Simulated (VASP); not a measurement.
# SnO2 (R-3m) in VASP: notebook, part 2 of 2

VASP 6.6.1.

### 3 Single point, PBEsol

This run uses another cell than the first one, of 12.27 Å³/atom, 1.008 times its volume.

File INCAR:

```
PREC     = Accurate       # precision mode
ENCUT    = 520            # plane-wave cutoff, eV
EDIFF    = 1E-7           # SCF threshold, eV
ISMEAR   = 0              # smearing method
SIGMA    = 0.05           # smearing width, eV
LREAL    = False          # projectors in reciprocal space
LASPH    = True           # aspherical terms in the spheres
NELM     = 80             # most SCF steps
ALGO     = Normal         # electronic algorithm
ISIF     = 2              # what is computed and relaxed
LWAVE    = False          # write WAVECAR
LCHARG   = False          # write CHGCAR
GGA      = PS             # functional
NBANDS   = 20             # bands
```

File KPOINTS:

```
Automatic mesh
0
Gamma
  12 12 12
```

File POSCAR:

```
SnO2
1.0
    1.5519000000      0.8959898828      4.4103567335
   -1.5519000000      0.8959898828      4.4103567335
    0.0000000000     -1.7919797655      4.4103567335
Sn O
1 2
Direct
    0.5000000000      0.5000000000      0.5000000000
    0.2414378084      0.2414378084      0.2414378084
    0.7585621916      0.7585621916      0.7585621916
```

Potentials or basis: VASP PAW PBE potentials, release 64 (Sn_d, O).

Run with:

```bash
$ cat potpaw_PBE.64/Sn_d/POTCAR potpaw_PBE.64/O/POTCAR > POTCAR
$ mpirun -np 1 vasp_std > vasp.out
```

OUTCAR:

```text
PREC = Accurate
   ENCUT = 520
   EDIFF = 1E-7
   ISMEAR = 0
   LREAL = False
   LASPH = True
   NELM = 80
   ISIF = 2
   GGA = PS

 ion  position               nearest neighbor table
   1  0.500  0.500  0.500-   2 2.05   2 2.05   3 2.05   3 2.05   2 2.05   3 2.05
   2  0.241  0.241  0.241-   1 2.05   1 2.05   1 2.05
   3  0.759  0.759  0.759-   1 2.05   1 2.05   1 2.05

  LATTYP: Found a trigonal (rhomboedric) cell.
 ALAT       =     4.7605081658
 COS(alpha) =     0.7874550293

  Lattice vectors:

 A1 = (   1.5519000000,   0.8959898828,   4.4103567335)
 A2 = (  -1.5519000000,   0.8959898828,   4.4103567335)
 A3 = (   0.0000000000,  -1.7919797655,   4.4103567335)

Analysis of symmetry for initial positions (statically):
=====================================================================
 Subroutine PRICEL returns:
 Original cell was already a primitive cell.

 Routine SETGRP: Setting up the symmetry group for a
 trigonal (rhombohedral) supercell.

 Subroutine GETGRP returns: Found 12 space group operations
 (whereof 12 operations were pure point group operations)
 out of a pool of 12 trial point group operations.

The static configuration has the point symmetry D_3d.

Analysis of symmetry for dynamics (positions and initial velocities):
=====================================================================
 Subroutine PRICEL returns:
 Original cell was already a primitive cell.

 Routine SETGRP: Setting up the symmetry group for a
 trigonal (rhombohedral) supercell.

 Subroutine GETGRP returns: Found 12 space group operations
 (whereof 12 operations were pure point group operations)
 out of a pool of 12 trial point group operations.

The dynamic configuration has the point symmetry D_3d.

 Subroutine INISYM returns: Found 12 space group operations
 (whereof 12 operations are pure point group operations),
 and found     1 'primitive' translations

----------------------------------------------------------------------------------------

                                     Primitive cell

  volume of cell :      36.7953

  direct lattice vectors                    reciprocal lattice vectors
     1.551900000  0.895989883  4.410356733     0.322185708  0.186014005  0.075579676
    -1.551900000  0.895989883  4.410356733    -0.322185708  0.186014005  0.075579676
     0.000000000 -1.791979766  4.410356733     0.000000000 -0.372028010  0.075579676

  length of vectors
     4.760508166  4.760508166  4.760508166     0.379627617  0.379627617  0.379627617

  position of ions in fractional coordinates (direct lattice)
     0.500000000  0.500000000  0.500000000
     0.241437808  0.241437808  0.241437808
     0.758562192  0.758562192  0.758562192

  ion indices of the primitive-cell ions
   primitive index   ion index
                 1           1
                 2           2
                 3           3

----------------------------------------------------------------------------------------

 KPOINTS: Automatic mesh

Automatic generation of k-mesh.
 Grid dimensions read from file:
 generate k-points for:   12   12   12

 Generating k-lattice:

  Cartesian coordinates                     Fractional coordinates (reciprocal lattice)
     0.026848809  0.015501167  0.006298306     0.083333333  0.000000000  0.000000000
    -0.026848809  0.015501167  0.006298306     0.000000000  0.083333333  0.000000000
     0.000000000 -0.031002334  0.006298306     0.000000000  0.000000000  0.083333333

  Length of vectors
     0.031635635  0.031635635  0.031635635

  Shift w.r.t. Gamma in fractional coordinates (k-lattice)
     0.000000000  0.000000000  0.000000000

 Subroutine IBZKPT returns following result:
 ===========================================

 Found    189 irreducible k-points:

 Following reciprocal coordinates:
            Coordinates               Weight
  0.000000  0.000000  0.000000      1.000000
  0.083333  0.000000  0.000000      6.000000
  0.166667  0.000000  0.000000      6.000000
  0.250000 -0.000000  0.000000      6.000000
  0.333333  0.000000  0.000000      6.000000
  0.416667  0.000000  0.000000      6.000000
[... 16 lines left out ...]
  0.500000  0.166667  0.000000     12.000000
 -0.416667  0.166667  0.000000     12.000000
 [... further k-points ...]
   k-points           NKPTS =    189   k-points in BZ     NKDIM =    189   number of bands    NBANDS=     20
   number of dos      NEDOS =    301   number of ions     NIONS =      3
   total plane-waves  NPLWV =  46656
   dimension x,y,z NGX =    36 NGY =   36 NGZ =   36
   dimension x,y,z NGXF=    72 NGYF=   72 NGZF=   72
   ions per type =               1   2
   NGX,Y,Z   is equivalent  to a cutoff of  12.57, 12.57, 12.57 a.u.
   NGXF,Y,Z  is equivalent  to a cutoff of  25.14, 25.14, 25.14 a.u.
 SYSTEM =  unknown system
   PREC   = accura    normal or accurate (medium, high low for compatibility)
   ISTART =      0    job   : 0-new  1-cont  2-samecut
   ICHARG =      2    charge: 1-file 2-atom 10-const
   ISPIN  =      1    spin polarized calculation?
   LNONCOLLINEAR =      F non collinear calculations
   LSORBIT =      F    spin-orbit coupling
   LASPH  =      T    aspherical Exc in radial PAW
   ENCUT  =  520.0 eV  38.22 Ry    6.18 a.u.   8.85  8.85  8.85*2*pi/ulx,y,z
   NELM   =     80;   NELMIN=  2; NELMDL= -5     # of ELM steps
   EDIFF  = 0.1E-06   stopping-criterion for ELM
   LREAL  =      F    real-space projection
   EDIFFG = 0.1E-05   stopping-criterion for IOM
   NSW    =      0    number of steps for IOM
   IBRION =     -1    ionic relax: 0-MD 1-quasi-New 2-CG
   NFREE  =      0    steps in history (QN), initial steepest desc. (CG)
   ISIF   =      2    stress and relaxation
   ISYM   =      2    0-nonsym 1-usesym 2-fastsym
   POTIM  = 0.5000    time-step for ionic-motion
   TEBEG  =    0.0;   TEEND  =   0.0 temperature during run
   PSTRESS=    0.0 pullay stress
   NELECT =      26.0000    total number of electrons
   NUPDOWN=      -1.0000    fix difference up-down
   EMIN   =  10.00;   EMAX   =-10.00  energy-range for DOS
   EFERMI =   0.00;   METHOD = LEGACY
   ISMEAR =     0;   SIGMA  =   0.05  broadening in eV -4-tet -1-fermi 0-gaus
   EFERMI_NEDOS =   21; number of points for ismear=-14 and -15
   IALGO  =     38    algorithm
   IMIX   =      4    mixing-type and parameters
     AMIX     =   0.40;   BMIX     =  1.00
     AMIX_MAG =   1.60;   BMIX_MAG =  1.00
  volume/ion in A,a.u.               =      12.27        82.77
  Fermi-wavevector in a.u.,A,eV,Ry     =   1.458149  2.755503 28.928701  2.126200
  Thomas-Fermi vector in A             =   2.574868
   LORBIT       =      0    0 simple, 1 ext, 2 COOP (PROOUT), +10 PAW based schemes
   GGA     = PS    functional components
   LHFCALC =     F    Hartree Fock is set to
   AEXX    =    0.0000 exact exchange contribution
   IVDW    =     0    specifies the selected vdW correction
   LEPSILON=     F    determine dielectric tensor
   LRPA    =     F    only Hartree local field effects (RPA)
 non-spin polarized calculation
 Gauss-broadening in eV      SIGMA  =   0.05
  energy-cutoff  :      520.00
  volume of cell :       36.80
 maximum number of plane-waves:      1008
   NGX = 17   NGY = 17   NGZ = 17

 number of electron      25.9999994 magnetization

 Free energy of the ion-electron system (eV)
  ---------------------------------------------------
  ext. energy  EPLUGINS =         0.00000000
  ---------------------------------------------------
  free energy    TOTEN  =       -19.14970363 eV

  energy without entropy =      -19.14970363  energy(sigma->0) =      -19.14970363

 E-fermi :   5.4164     XC(G=0): -11.2040

 val. band max:        5.1287904324   @ k =   0.5000   0.5000   0.0000
 cond. band min:       7.6339911460   @ k =   0.0000   0.0000   0.0000
 fundamental gap:      2.5052007136
 Fermi energy:         5.4164458842

 k-point     1 :       0.0000    0.0000    0.0000
  band No.  band energies     occupation
      1     -15.0656      2.00000
      2     -14.5638      2.00000
      3     -14.5638      2.00000
      4     -14.2331      2.00000
      5     -14.2331      2.00000
      6     -13.3703      2.00000
[... 12 lines left out ...]
     19      22.9423      0.00000
[... 513 lines left out ...]
      4     -14.1825      2.00000
      5     -14.1809      2.00000
      6     -11.5255      2.00000
[... 12 lines left out ...]
     19      19.2097      0.00000
     20      20.5447      0.00000

 [... further k-points ...]

------------------------ aborting loop because EDIFF is reached ----------------------------------------

  FORCE on cell =-STRESS in cart. coord.  units (eV):
  Direction    XX          YY          ZZ          XY          YZ          ZX
  --------------------------------------------------------------------------------------
  -------------------------------------------------------------------------------------
  Total        4.9362799      4.9362799      1.9665246      0.0000000      0.0000000      0.0000000
  in kB      214.9406479    214.9406479     85.6284653      0.0000000      0.0000000      0.0000000
  external PRESSURE =     171.8365870 kB  Pullay stress =       0.0000000 kB

 VOLUME and BASIS-vectors are now :
 -----------------------------------------------------------------------------
  energy-cutoff  :      520.00
  volume of cell :       36.80
      direct lattice vectors                 reciprocal lattice vectors
     1.551900000  0.895989883  4.410356733     0.322185708  0.186014005  0.075579676
    -1.551900000  0.895989883  4.410356733    -0.322185708  0.186014005  0.075579676
     0.000000000 -1.791979766  4.410356733     0.000000000 -0.372028010  0.075579676

 POSITION                                       TOTAL-FORCE (eV/Angst)
 -----------------------------------------------------------------------------------
      0.00000      0.00000      6.61554         0.000000      0.000000     -0.000000
      0.00000      0.00000      3.19448        -0.000000      0.000000      0.876349
      0.00000      0.00000     10.03659        -0.000000     -0.000000     -0.876349
 -----------------------------------------------------------------------------------
    total drift:                                0.000000     -0.000000      0.000000

  FREE ENERGIE OF THE ION-ELECTRON SYSTEM (eV)
  ---------------------------------------------------
  free  energy   TOTEN  =       -19.1497036334 eV

  energy  without entropy=      -19.1497036334  energy(sigma->0) =      -19.14970363
```

It took 3.1 min on 1 thread of Intel Xeon Platinum 8259CL at 2.50GHz (Skylake/Cascade Lake), shared host; peak memory 0.28 GiB.

What came out:

```
Free energy            : -19.1497 eV
Pressure               : 17.2 GPa
Largest force          : 0.876 eV/Å
Band gap on the k mesh : 2.51 eV, indirect (least direct gap 2.64 eV)
```

Forces on the atoms (eV/Å):
```
Sn   0.000  0.000  0.000
O    0.000  0.000  0.876
O    0.000  0.000 -0.876
```

Stress tensor (GPa, compression positive):
```
21.49  0.00  0.00
 0.00 21.49  0.00
 0.00  0.00  8.56
```

Caveat: the PAW data sets were made with another functional, which shifts forces and pressure a little; spin-orbit coupling is left out, which moves the levels of the heavy elements. A hybrid or GW would open this gap; PBEsol tends to underestimate it.

### 4 Single point, PBEsol

This run uses another cell than the first one, of 12.35 Å³/atom, 1.016 times its volume.

File INCAR:

```
SYSTEM = SnO2
ALGO     = Normal         ! electronic algorithm
EDIFF    = 1E-7           ! SCF threshold, eV
ENCUT    = 520            ! plane-wave cutoff, eV
GGA      = PS             ! functional
ISIF     = 2              ! what is computed and relaxed
ISMEAR   = 0              ! smearing method
LASPH    = .True.         ! aspherical terms in the spheres
LCHARG   = .False.        ! write CHGCAR
LREAL    = .False.        ! projectors in reciprocal space
LWAVE    = .False.        ! write WAVECAR
NBANDS   = 20             ! bands
NELM     = 80             ! most SCF steps
PREC     = Accurate       ! precision mode
SIGMA    = 0.05           ! smearing width, eV
```

File KPOINTS:

```
k-points
0
Gamma
  12 12 12
  0 0 0
```

File POSCAR:

```
SnO2
1.0
    1.5786500000      0.9114340025      4.2927333333
   -1.5786500000      0.9114340025      4.2927333333
    0.0000000000     -1.8228680049      4.2927333333
Sn O
1 2
Direct
    0.5000000000      0.5000000000      0.5000000000
    0.2414378084      0.2414378084      0.2414378084
    0.7585621916      0.7585621916      0.7585621916
```

Run with:

```bash
$ cat potpaw_PBE.64/Sn_d/POTCAR potpaw_PBE.64/O/POTCAR > POTCAR
$ mpirun -np 1 vasp_std > vasp.out
```

Wall time 2.9 min (1 thread of Intel Xeon Platinum 8259CL at 2.50GHz (Skylake/Cascade Lake), shared host); peak memory 0.29 GiB.

It converged, with:

- Free energy: -19.2394 eV
- Pressure: 11.9 GPa
- Largest force: 0.801 eV/Å
- Band gap on the k mesh: 2.15 eV, indirect (least direct gap 2.23 eV)

Forces on the atoms (eV/Å):
```
Sn   0.000  0.000  0.000
O    0.000  0.000  0.801
O    0.000  0.000 -0.801
```

Stress tensor (GPa, compression positive):
```
14.04  0.00  0.00
 0.00 14.04  0.00
 0.00  0.00  7.52
```

Levels at points of the mesh, in eV from the valence-band top:
| k point | band 10 | band 11 | band 12 | band 13 | band 14 | band 15 | band 16 | band 17 |
| --- | --- | --- | --- | --- | --- | --- | --- | --- |
| (0.00, 0.00, 0.00) | -1.54 | -1.13 | -1.13 | -0.08 | 2.15 | 5.76 | 11.31 | 11.31 |
| (0.50, 0.00, 0.00) | -3.43 | -1.91 | -1.01 | -0.82 | 6.07 | 8.20 | 10.32 | 12.81 |
| (0.50, 0.50, 0.00) | -3.66 | -1.19 | -0.48 | 0.00 | 5.50 | 7.09 | 11.40 | 11.48 |
| (0.50, 0.50, 0.50) | -1.72 | -1.72 | -1.00 | -1.00 | 4.00 | 6.10 | 11.75 | 11.75 |

Caveat: the PAW data sets were made with another functional, which shifts forces and pressure a little; spin-orbit coupling is left out, which moves the levels of the heavy elements.

### 5 Single point, PBEsol

This run uses another cell than the first one, of 12.43 Å³/atom, 1.022 times its volume.

File INCAR:

```
ALGO = Normal
EDIFF = 1E-6
ENCUT = 520
GGA = PS
ISIF = 2
ISMEAR = 0
LASPH = T
LCHARG = F
LREAL = F
LWAVE = F
NBANDS = 20
NELM = 100
PREC = Accurate
SIGMA = 0.05
```

File KPOINTS:

```
k-points
0
Gamma
  12 12 12
```

File POSCAR:

```
SnO2
1.0
    1.6053951390      0.9268753157      4.1751333333
   -1.6053951390      0.9268753157      4.1751333333
    0.0000000000     -1.8537506314      4.1751333333
Sn O
1 2
Direct
    0.5000000000      0.5000000000      0.5000000000
    0.2414378084      0.2414378084      0.2414378084
    0.7585621916      0.7585621916      0.7585621916
```

Run with:

```bash
$ cat potpaw_PBE.64/Sn_d/POTCAR potpaw_PBE.64/O/POTCAR > POTCAR
$ mpirun -np 1 vasp_std > vasp.out
```

It took 2.7 min on 1 thread of Intel Xeon Platinum 8259CL at 2.50GHz (Skylake/Cascade Lake), shared host; peak memory 0.29 GiB.

It converged, with:

* Free energy: -19.2779 eV
* Pressure: 7.1 GPa
* Largest force: 0.737 eV/Å
* Band gap on the k mesh: 1.80 eV, indirect (least direct gap 1.83 eV)

Forces on the atoms (eV/Å):
```
Sn   0.000  0.000  0.000
O    0.000  0.000  0.737
O    0.000  0.000 -0.737
```

Stress tensor (GPa, compression positive):
```
7.41 0.00 0.00
0.00 7.41 0.00
0.00 0.00 6.42
```

Levels at points of the mesh, in eV from the valence-band top:
| k point | band 9 | band 10 | band 11 | band 12 | band 13 | band 14 | band 15 | band 16 | band 17 | band 18 |
| --- | --- | --- | --- | --- | --- | --- | --- | --- | --- | --- |
| (0.00, 0.00, 0.00) | -1.59 | -1.59 | -1.29 | -1.29 | -0.03 | 1.80 | 5.55 | 10.81 | 10.81 | 13.29 |
| (0.50, 0.00, 0.00) | -4.44 | -3.50 | -1.88 | -1.09 | -0.89 | 5.79 | 8.10 | 9.87 | 12.82 | 13.42 |
| (0.50, 0.50, 0.00) | -5.02 | -3.79 | -1.02 | -0.49 | 0.00 | 5.18 | 6.92 | 11.05 | 11.27 | 13.35 |
| (0.50, 0.50, 0.50) | -2.10 | -1.81 | -1.81 | -1.14 | -1.14 | 3.81 | 6.01 | 11.35 | 11.35 | 13.97 |

Caveat: the PAW data sets were made with another functional, which shifts forces and pressure a little; spin-orbit coupling is left out, which moves the levels of the heavy elements.

### 6 The runs side by side

```tsv
cell	gap on the mesh (eV)	pressure (GPa)	largest force (eV/Å)
a = 4.858 Å, angles 36.6°, 3 atoms	2.84	23.1	0.96
a = 4.761 Å, angles 38.1°, 3 atoms	2.51	17.2	0.88
a = 4.664 Å, angles 39.6°, 3 atoms	2.15	11.9	0.80
a = 4.568 Å, angles 41.1°, 3 atoms	1.80	7.1	0.74
```

Alike in all rows: task single point; level PBEsol; potentials or basis VASP PAW PBE potentials, release 64 (Sn_d, O); no spin polarisation; k mesh 12 × 12 × 12; cutoff (eV) 520; smearing gaussian 0.05 eV.

Caveats: the PAW data sets were made with another functional, which shifts forces and pressure a little; spin-orbit coupling is left out, which moves the levels of the heavy elements.

Total energies depend on the potentials used, so only differences within one code and one set of settings carry meaning.
